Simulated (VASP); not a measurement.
Crystal: ZnCd2Te2S.

```
CELL_PARAMETERS angstrom
4.51396 0.00000 0.00000
0.00000 4.58116 0.00000
0.00000 0.00000 7.93434
ATOMIC_POSITIONS crystal
Zn 0.50000 0.50000 0.16486
Cd 0.50000 0.50000 0.82720
Cd 0.50000 0.00000 0.34017
Te 0.00000 0.00000 0.99661
Te 0.00000 0.50000 0.50345
S 0.50000 0.00000 0.66771
```

The cell was generated, and may not be a known phase.

```yaml
Program: VASP 6.6.1
Task: relaxation of cell and atoms
Functional: PBE
Potentials_or_basis: VASP PAW PBE potentials, release 64 (Zn, Cd, Te, S)
Cutoff: 600 eV
k_mesh: 4 × 4 × 2
Occupations: gaussian, width 0.1 eV
Spin: no spin polarisation
```

At the start: pressure -2.6 GPa; volume 27.35 Å³/atom.

**Question.** How do energy, volume and symmetry change on relaxing?

**Answer.** Over 49 steps the energy falls by 294.4 meV/atom and the volume is 27.06 Å³/atom (-1.1 %); space group Pmm2 (No. 25, to 0.1 Å) before and after.

The path:
```csv
step,energy change (eV),largest force (eV/Å),pressure (GPa),volume (Å³)
1,0.0000,0.8699,-2.62,164.08
3,-0.2539,1.0088,1.77,147.09
5,-0.5780,0.7192,1.63,144.28
7,-0.6426,0.4792,2.68,141.02
9,-0.7398,0.4776,-0.77,150.32
11,-0.9211,0.3907,0.29,152.90
13,-0.9556,0.6629,1.25,153.93
15,-1.1073,0.6558,-0.73,167.44
17,-1.1639,0.6909,-1.63,175.61
19,-1.3034,0.6258,-1.60,181.05
21,-1.3102,0.6839,-1.59,182.15
23,-1.4651,0.7778,0.44,170.82
25,-1.5310,0.5211,0.42,168.40
27,-1.5569,0.7052,-0.39,169.10
29,-1.6277,0.4503,-0.18,165.39
31,-1.6783,0.3092,0.11,162.46
33,-1.7148,0.2258,-0.14,162.17
35,-1.7262,0.1088,0.13,161.51
37,-1.7354,0.1030,-0.11,162.65
39,-1.7438,0.2584,-0.33,163.88
41,-1.7495,0.2092,-0.15,163.37
43,-1.7565,0.1078,0.10,162.18
45,-1.7620,0.0299,0.00,162.04
47,-1.7647,0.0874,0.16,161.65
49,-1.7664,0.0369,-0.03,162.34
```

Final structure:
```cif
data_structure
_symmetry_space_group_name_H-M 'P 1'
_symmetry_Int_Tables_number 1
_cell_length_a 3.6704
_cell_length_b 4.1922
_cell_length_c 10.5503
_cell_angle_alpha 90.000
_cell_angle_beta 90.000
_cell_angle_gamma 90.000
_cell_volume 162.34
loop_
_atom_site_label
_atom_site_type_symbol
_atom_site_fract_x
_atom_site_fract_y
_atom_site_fract_z
_atom_site_occupancy
Zn1 Zn 0.50000 0.50000 0.13287 1
Cd1 Cd 0.50000 0.50000 0.82937 1
Cd2 Cd 0.50000 0.00000 0.46587 1
Te1 Te 0.00000 0.00000 0.02391 1
Te2 Te 0.00000 0.50000 0.34680 1
S1 S 0.50000 0.00000 0.70118 1
```

Caveat: the k points lie up to 0.43 Å⁻¹ apart in the final cell, too coarse for converged energies and pressures of a metal; a cell axis changed by over 15 % at a fixed basis, so the end point is rough.
